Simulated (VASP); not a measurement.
# Ag (Fm-3m) in VASP: a series of runs

Runs on Ag. Level: r2SCAN. Tasks: electric field gradients.

Everything below comes from runs of VASP 6.6.1. Logs are shortened: lines on timing, memory, paths and dates and some standing lists are left out, and cuts for length are marked.

**1. The cell of the first run**

The structure is cubic, space group Fm-3m (No. 225). Conventional cell: a = 4.132 Å, b = 4.132 Å, c = 4.132 Å, α = 90.00°, β = 90.00°, γ = 90.00°. Within 3.8 Å of Ag (site symmetry m-3m) lie 12 Ag at 2.92 Å.

**2. Electric field gradients, r2SCAN (17.63 Å³/atom)**

File POSCAR:

```
Ag
1.0
    0.0000000000      2.0657691607      2.0657691607
    2.0657691607      0.0000000000      2.0657691607
    2.0657691607      2.0657691607      0.0000000000
Ag
1
Direct
    0.0000000000      0.0000000000      0.0000000000
```

File INCAR.step1:

```
PREC     = Accurate       # precision mode
ENCUT    = 520            # plane-wave cutoff, eV
ISMEAR   = -1             # smearing method
SIGMA    = 0.05           # smearing width, eV
LREAL    = False          # projectors in reciprocal space
LASPH    = True           # aspherical terms in the spheres
NELM     = 100            # most SCF steps
NBANDS   = 12             # bands
GGA      = PE             # functional
ALGO     = Normal         # electronic algorithm
EDIFF    = 1E-4           # SCF threshold, eV
LWAVE    = True           # write WAVECAR
LCHARG   = False          # write CHGCAR
```

File INCAR.step2:

```
PREC     = Accurate       # precision mode
ENCUT    = 520            # plane-wave cutoff, eV
EDIFF    = 1E-8           # SCF threshold, eV
ISMEAR   = -1             # smearing method
SIGMA    = 0.05           # smearing width, eV
LREAL    = False          # projectors in reciprocal space
LASPH    = True           # aspherical terms in the spheres
NELM     = 100            # most SCF steps
ALGO     = Normal         # electronic algorithm
ISIF     = 2              # what is computed and relaxed
LWAVE    = False          # write WAVECAR
LCHARG   = False          # write CHGCAR
METAGGA  = R2SCAN         # meta-GGA
LMIXTAU  = True         
LEFG     = True         
NBANDS   = 12             # bands
ISTART   = 1
```

File KPOINTS:

```
Automatic mesh
0
Gamma
  14 14 14
```

Potentials or basis: VASP PAW PBE potentials, release 64 (Ag).

On the command line:

```
cat potpaw_PBE.64/Ag/POTCAR > POTCAR
cp INCAR.step1 INCAR
mpirun -np 1 vasp_std > vasp.out
cp INCAR.step2 INCAR
mpirun -np 1 vasp_std > vasp.out
```

OUTCAR:

```text
PREC = Accurate
   ENCUT = 520
   EDIFF = 1E-8
   ISMEAR = -1
   LREAL = False
   LASPH = True
   NELM = 100
   ISIF = 2
   METAGGA = R2SCAN
   ISTART = 1

 ion  position               nearest neighbor table
   1  0.000  0.000  0.000-

  LATTYP: Found a face centered cubic cell.
 ALAT       =     4.1315383214

  Lattice vectors:

 A1 = (   0.0000000000,   2.0657691607,   2.0657691607)
 A2 = (   2.0657691607,   0.0000000000,   2.0657691607)
 A3 = (   2.0657691607,   2.0657691607,   0.0000000000)

Analysis of symmetry for initial positions (statically):
=====================================================================
 Subroutine PRICEL returns:
 Original cell was already a primitive cell.

 Routine SETGRP: Setting up the symmetry group for a
 face centered cubic supercell.

 Subroutine GETGRP returns: Found 48 space group operations
 (whereof 48 operations were pure point group operations)
 out of a pool of 48 trial point group operations.

The static configuration has the point symmetry O_h .

Analysis of symmetry for dynamics (positions and initial velocities):
=====================================================================
 Subroutine PRICEL returns:
 Original cell was already a primitive cell.

 Routine SETGRP: Setting up the symmetry group for a
 face centered cubic supercell.

 Subroutine GETGRP returns: Found 48 space group operations
 (whereof 48 operations were pure point group operations)
 out of a pool of 48 trial point group operations.

The dynamic configuration has the point symmetry O_h .

 Subroutine INISYM returns: Found 48 space group operations
 (whereof 48 operations are pure point group operations),
 and found     1 'primitive' translations

----------------------------------------------------------------------------------------

                                     Primitive cell

  volume of cell :      17.6309

  direct lattice vectors                    reciprocal lattice vectors
     0.000000000  2.065769161  2.065769161    -0.242040597  0.242040597  0.242040597
     2.065769161  0.000000000  2.065769161     0.242040597 -0.242040597  0.242040597
     2.065769161  2.065769161  0.000000000     0.242040597  0.242040597 -0.242040597

  length of vectors
     2.921438764  2.921438764  2.921438764     0.419226611  0.419226611  0.419226611

  position of ions in fractional coordinates (direct lattice)
     0.000000000  0.000000000  0.000000000

  ion indices of the primitive-cell ions
   primitive index   ion index
                 1           1

----------------------------------------------------------------------------------------

 KPOINTS: Automatic mesh

Automatic generation of k-mesh.
 Grid dimensions read from file:
 generate k-points for:   14   14   14

 Generating k-lattice:

  Cartesian coordinates                     Fractional coordinates (reciprocal lattice)
    -0.017288614  0.017288614  0.017288614     0.071428571  0.000000000  0.000000000
     0.017288614 -0.017288614  0.017288614     0.000000000  0.071428571  0.000000000
     0.017288614  0.017288614 -0.017288614     0.000000000  0.000000000  0.071428571

  Length of vectors
     0.029944758  0.029944758  0.029944758

  Shift w.r.t. Gamma in fractional coordinates (k-lattice)
     0.000000000  0.000000000  0.000000000

 Subroutine IBZKPT returns following result:
 ===========================================

 Found    104 irreducible k-points:

 Following reciprocal coordinates:
            Coordinates               Weight
  0.000000  0.000000  0.000000      1.000000
  0.071429  0.000000  0.000000      8.000000
  0.142857  0.000000  0.000000      8.000000
  0.214286  0.000000  0.000000      8.000000
  0.285714  0.000000  0.000000      8.000000
  0.357143  0.000000  0.000000      8.000000
[... 16 lines left out ...]
  0.214286  0.142857  0.000000     24.000000
  0.285714  0.142857  0.000000     24.000000
 [... further k-points ...]
   k-points           NKPTS =    104   k-points in BZ     NKDIM =    104   number of bands    NBANDS=     12
   number of dos      NEDOS =    301   number of ions     NIONS =      1
   total plane-waves  NPLWV =  13824
   dimension x,y,z NGX =    24 NGY =   24 NGZ =   24
   dimension x,y,z NGXF=    48 NGYF=   48 NGZF=   48
   ions per type =               1
   NGX,Y,Z   is equivalent  to a cutoff of  13.66, 13.66, 13.66 a.u.
   NGXF,Y,Z  is equivalent  to a cutoff of  27.31, 27.31, 27.31 a.u.
 SYSTEM =  unknown system
   PREC   = accura    normal or accurate (medium, high low for compatibility)
   ISTART =      1    job   : 0-new  1-cont  2-samecut
   ICHARG =      0    charge: 1-file 2-atom 10-const
   ISPIN  =      1    spin polarized calculation?
   LNONCOLLINEAR =      F non collinear calculations
   LSORBIT =      F    spin-orbit coupling
   LASPH  =      T    aspherical Exc in radial PAW
   ENCUT  =  520.0 eV  38.22 Ry    6.18 a.u.   5.43  5.43  5.43*2*pi/ulx,y,z
   NELM   =    100;   NELMIN=  2; NELMDL=  0     # of ELM steps
   EDIFF  = 0.1E-07   stopping-criterion for ELM
   LREAL  =      F    real-space projection
   EDIFFG = 0.1E-06   stopping-criterion for IOM
   NSW    =      0    number of steps for IOM
   IBRION =     -1    ionic relax: 0-MD 1-quasi-New 2-CG
   NFREE  =      0    steps in history (QN), initial steepest desc. (CG)
   ISIF   =      2    stress and relaxation
   ISYM   =      2    0-nonsym 1-usesym 2-fastsym
   POTIM  = 0.5000    time-step for ionic-motion
   TEBEG  =    0.0;   TEEND  =   0.0 temperature during run
   PSTRESS=    0.0 pullay stress
   NELECT =      11.0000    total number of electrons
   NUPDOWN=      -1.0000    fix difference up-down
   EMIN   =  10.00;   EMAX   =-10.00  energy-range for DOS
   EFERMI =   0.00;   METHOD = LEGACY
   ISMEAR =    -1;   SIGMA  =   0.05  broadening in eV -4-tet -1-fermi 0-gaus
   EFERMI_NEDOS =   21; number of points for ismear=-14 and -15
   IALGO  =     38    algorithm
   IMIX   =      4    mixing-type and parameters
     AMIX     =   0.40;   BMIX     =  1.00
     AMIX_MAG =   1.60;   BMIX_MAG =  1.00
  volume/ion in A,a.u.               =      17.63       118.98
  Fermi-wavevector in a.u.,A,eV,Ry     =   1.398880  2.643501 26.624786  1.956867
  Thomas-Fermi vector in A             =   2.521995
   LORBIT       =      0    0 simple, 1 ext, 2 COOP (PROOUT), +10 PAW based schemes
   METAGGA = R2SCAN    functional components
   LHFCALC =     F    Hartree Fock is set to
   AEXX    =    0.0000 exact exchange contribution
   IVDW    =     0    specifies the selected vdW correction
   LEPSILON=     F    determine dielectric tensor
   LRPA    =     F    only Hartree local field effects (RPA)
 non-spin polarized calculation
  energy-cutoff  :      520.00
  volume of cell :       17.63
 maximum number of plane-waves:       531
 NGX is ok and might be reduce to    24
   NGX = 11   NGY = 11   NGZ = 11

 number of electron      10.9999999 magnetization

 Free energy of the ion-electron system (eV)
  ---------------------------------------------------
  ext. energy  EPLUGINS =         0.00000000
  ---------------------------------------------------
  free energy    TOTEN  =       -21.35641165 eV

  energy without entropy =      -21.35394478  energy(sigma->0) =      -21.35517822

 E-fermi :   7.9219     XC(G=0): -12.7366

 val. band max:        7.7377174203   @ k =   0.5000   0.0000   0.0000
 cond. band min:       7.9444889075   @ k =   0.5000   0.2143   0.0714
 fundamental gap:      0.2067714873
 Fermi energy:         7.9218534682

 k-point     1 :       0.0000    0.0000    0.0000
  band No.  band energies     occupation
      1       0.2710      2.00000
      2       2.9594      2.00000
      3       2.9594      2.00000
      4       2.9594      2.00000
      5       3.9432      2.00000
      6       3.9432      2.00000
      7      24.5441      0.00000
      8      28.0615      0.00000
      9      28.0615      0.00000
     10      28.0615      0.00000
     11      32.9426      0.00000
     12      33.7782      0.00000

 k-point     2 :       0.0714    0.0000    0.0000
  band No.  band energies     occupation
      1       0.4308      2.00000
      2       2.9261      2.00000
      3       3.0019      2.00000
      4       3.0019      2.00000
      5       3.9280      2.00000
      6       3.9280      2.00000
      7      24.5256      0.00000
      8      26.7505      0.00000
      9      28.1009      0.00000
     10      28.1009      0.00000
     11      32.7397      0.00000
     12      33.6391      0.00000

 k-point     3 :       0.1429    0.0000    0.0000
  band No.  band energies     occupation
      1       0.8737      2.00000
      2       2.8738      2.00000
      3       3.0990      2.00000
      4       3.0990      2.00000
      5       3.9116      2.00000
      6       3.9116      2.00000
      7      23.3562      0.00000
      8      25.4930      0.00000
      9      28.1601      0.00000
     10      28.1601      0.00000
     11      31.6601      0.00000
     12      33.0738      0.00000
[... 286 lines left out ...]
 k-point    23 :       0.2143    0.1429    0.0000
  band No.  band energies     occupation
      1       1.5304      2.00000
      2       2.5398      2.00000
      3       3.3223      2.00000
      4       3.3877      2.00000
      5       3.7756      2.00000
      6       4.1567      2.00000
      7      22.9833      0.00000
      8      25.0192      0.00000
      9      25.0240      0.00000
     10      26.8194      0.00000
     11      29.8379      0.00000
     12      33.9074      0.00000

 k-point    24 :       0.2857    0.1429    0.0000
  band No.  band energies     occupation
      1       1.9087      2.00000
      2       2.6036      2.00000
      3       3.1872      2.00000
      4       3.4360      2.00000
      5       4.3174      2.00000
      6       4.3453      2.00000
      7      20.1414      0.00000
      8      24.3704      0.00000
      9      24.7071      0.00000
     10      26.7318      0.00000
     11      30.0259      0.00000
     12      33.6325      0.00000

 [... further k-points ...]

------------------------ aborting loop because EDIFF is reached ----------------------------------------

  FORCE on cell =-STRESS in cart. coord.  units (eV):
  Direction    XX          YY          ZZ          XY          YZ          ZX
  --------------------------------------------------------------------------------------
  -------------------------------------------------------------------------------------
  Total       -0.1971008     -0.1971008     -0.1971008     -0.0000000      0.0000000      0.0000000
  in kB      -17.9111542    -17.9111542    -17.9111542     -0.0000000      0.0000000      0.0000000
  external PRESSURE =     -17.9111542 kB  Pullay stress =       0.0000000 kB

 VOLUME and BASIS-vectors are now :
 -----------------------------------------------------------------------------
  energy-cutoff  :      520.00
  volume of cell :       17.63
      direct lattice vectors                 reciprocal lattice vectors
     0.000000000  2.065769161  2.065769161    -0.242040597  0.242040597  0.242040597
     2.065769161  0.000000000  2.065769161     0.242040597 -0.242040597  0.242040597
     2.065769161  2.065769161  0.000000000     0.242040597  0.242040597 -0.242040597

 POSITION                                       TOTAL-FORCE (eV/Angst)
 -----------------------------------------------------------------------------------
      0.00000      0.00000      0.00000         0.000000     -0.000000     -0.000000
 -----------------------------------------------------------------------------------
    total drift:                                0.000000      0.000000     -0.000000

  FREE ENERGIE OF THE ION-ELECTRON SYSTEM (eV)
  ---------------------------------------------------
  free  energy   TOTEN  =       -21.3564116499 eV

  energy  without entropy=      -21.3539447823  energy(sigma->0) =      -21.35517822

 Electric field gradients (V/A^2)
---------------------------------------------------------------------
 ion       V_xx      V_yy      V_zz      V_xy      V_xz      V_yz
---------------------------------------------------------------------
   1       0.000    -0.000    -0.000     0.001     0.001     0.001
---------------------------------------------------------------------

 Electric field gradients after diagonalization (V/A^2)
 (convention: |V_zz| > |V_xx| > |V_yy|)
----------------------------------------------------------------------
 ion       V_xx      V_yy      V_zz     asymmetry (V_yy - V_xx)/ V_zz
----------------------------------------------------------------------
   1      -0.001    -0.001     0.001       0.000
----------------------------------------------------------------------

           NMR quadrupolar parameters

 Cq : quadrupolar parameter    Cq=e*Q*V_zz/h
 eta: asymmetry parameters     (V_yy - V_xx)/ V_zz
 Q  : nuclear electric quadrupole moment in mb (millibarn)
----------------------------------------------------------------------
 ion       Cq(MHz)       eta       Q (mb)
----------------------------------------------------------------------
   1       0.000       0.000       1.000
----------------------------------------------------------------------
```

Run time: 76 s. Hardware: 1 thread of Intel Xeon Platinum 8488C (Sapphire Rapids), shared host; peak memory 0.16 GiB.

Results:

```yaml
Free_energy: -21.3564 eV
Pressure: -1.8 GPa
Band_gap_on_the_k_mesh: zero (an odd number of electrons rules out a gap without spin polarisation)
Largest_electric_field_gradient_by_atom: zero within the noise of the run
```

Caveat: the PAW data sets were made with another functional, which shifts forces and pressure a little.

[end of part 1 of 2]
